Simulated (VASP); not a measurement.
Input of a VASP 6.6.1 run:

The input POSCAR:

```
NaCl
1.0
    3.5021900000      0.0000000000      0.0000000000
    0.0000000000      3.5021900000      0.0000000000
    0.0000000000      0.0000000000      3.5021900000
Cl Na
1 1
Direct
    0.5000000000      0.5000000000      0.5000000000
    0.0000000000      0.0000000000      0.0000000000
```

The input INCAR.step1:

```
ALGO     = Normal         # electronic algorithm
EDIFF    = 1E-5           # SCF threshold, eV
ENCUT    = 520            # plane-wave cutoff, eV
GGA      = PE             # functional
ISIF     = 2              # what is computed and relaxed
ISMEAR   = -1             # smearing method
LASPH    = T              # aspherical terms in the spheres
LCHARG   = F              # write CHGCAR
LREAL    = F              # projectors in reciprocal space
LWAVE    = T              # write WAVECAR
NBANDS   = 14             # bands
NELM     = 60             # most SCF steps
PREC     = Accurate       # precision mode
SIGMA    = 0.05           # smearing width, eV
```

Contents of INCAR.step2:

```
AEXX     = 0.25           # exact-exchange fraction
ALGO     = Normal         # electronic algorithm
EDIFF    = 1E-7           # SCF threshold, eV
ENCUT    = 520            # plane-wave cutoff, eV
GGA      = PE             # functional
HFSCREEN = 0.2            # screening, 1/A
ISIF     = 2              # what is computed and relaxed
ISMEAR   = -1             # smearing method
ISTART   = 1            
LASPH    = T              # aspherical terms in the spheres
LCHARG   = F              # write CHGCAR
LHFCALC  = T              # exact exchange
LREAL    = F              # projectors in reciprocal space
LWAVE    = F              # write WAVECAR
NBANDS   = 14             # bands
NELM     = 60             # most SCF steps
PREC     = Accurate       # precision mode
PRECFOCK = Normal       
SIGMA    = 0.05           # smearing width, eV
```

KPOINTS

```
k-points
0
Gamma
  4 4 4
```

Potentials or basis: VASP PAW PBE potentials, release 64 (Cl, Na_pv).

The run is started by

```sh
$ cat potpaw_PBE.64/Cl/POTCAR potpaw_PBE.64/Na_pv/POTCAR > POTCAR
$ cp INCAR.step1 INCAR
$ mpirun -np 1 vasp_std > vasp.out
$ cp INCAR.step2 INCAR
$ mpirun -np 1 vasp_std > vasp.out
```

(1) What does it give for the pressure?

(2) Estimate the band gap on the k mesh.

Results:

(1) -0.4 GPa.

(2) 5.31 eV (least direct gap 5.84 eV).

Caveat: the k points lie up to 0.45 Å⁻¹ apart; the PAW data sets were made with another functional, which shifts forces and pressure a little.
